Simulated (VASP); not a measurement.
Runs of VASP 6.6.1 on CsI. The structure is that of space group Pm-3m (No. 221), or close to it. The cells are those of the table. 

```csv
cell,gap on the mesh (eV),pressure (GPa)
"a = 4.489 Å, 2 atoms",4.52,1.3
"a = 4.450 Å, 2 atoms",4.47,1.8
"a = 4.409 Å, 2 atoms",4.42,2.4
"a = 4.678 Å, 2 atoms",4.34,-0.4
"a = 4.567 Å, 2 atoms",4.60,0.4
"a = 4.642 Å, 2 atoms",4.42,-0.2
"a = 4.714 Å, 2 atoms",4.27,(c)
"a = 4.528 Å, 2 atoms",4.57,0.8
"a = 4.604 Å, 2 atoms",(a),(b)
```

Alike in all rows: task single point; level r2SCAN; potentials or basis VASP PAW PBE potentials, release 64 (Cs_sv, I); no spin polarisation; k mesh 4 × 4 × 4; cutoff (eV) 550; smearing fermi-dirac 0.15 eV.

Fill in the values left out.

(a) 4.51; (b) 0.1; (c) -0.6.

Caveats: the PAW data sets were made with another functional, which shifts forces and pressure a little; spin-orbit coupling is left out, which moves the levels of the heavy elements.

A k mesh can miss the band edges, and the runs leave out spin-orbit coupling on Cs, I.
